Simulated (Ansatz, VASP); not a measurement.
**AlGa3O6: VASP beside Ansatz**

```
CELL_PARAMETERS angstrom
6.08882 -1.51180 0.01091
6.08882 1.51180 0.01091
-1.37181 0.00000 5.60492
ATOMIC_POSITIONS crystal
Al 0.09007 0.09007 0.79387
Ga 0.90951 0.90951 0.20440
Ga 0.65827 0.65827 0.31325
Ga 0.34286 0.34286 0.68572
O 0.16111 0.16111 0.10073
O 0.83499 0.83499 0.89006
O 0.17130 0.17130 0.56867
O 0.82634 0.82634 0.43705
O 0.49610 0.49610 0.25821
O 0.50945 0.50945 0.74805
```

Alike in both runs: functional PBEsol; k mesh 6 × 6 × 4; occupations gaussian, width 0.1 eV; no spin polarisation.

Ansatz relaxed the structure, and its values are those at the end. VASP's run is a single point on that final structure, the one shown.

|  | VASP | Ansatz |
| --- | --- | --- |
| version | VASP 6.6.1 | Ansatz 0.2.0 |
| potentials or method | VASP PAW PBE potentials, release 64 (Al, Ga_d, O), cutoff 520 eV | scalar-relativistic, plane waves, PAW |
| valence electrons in the cell | 78 | 78 |

Ansatz gave:

```
gap on the k mesh at the Fermi level (eV) : 2.73
least direct gap on the mesh (eV)         : 2.82
pressure (GPa)                            : -0.1
rms of the force components (eV/Å)        : 0.016
```

Estimate VASP's values.

gap on the k mesh at the Fermi level (eV): 2.73; least direct gap on the mesh (eV): 2.83; pressure (GPa): 0.3; rms of the force components (eV/Å): 0.016.

VASP's potentials were made for PBE, not for PBEsol.
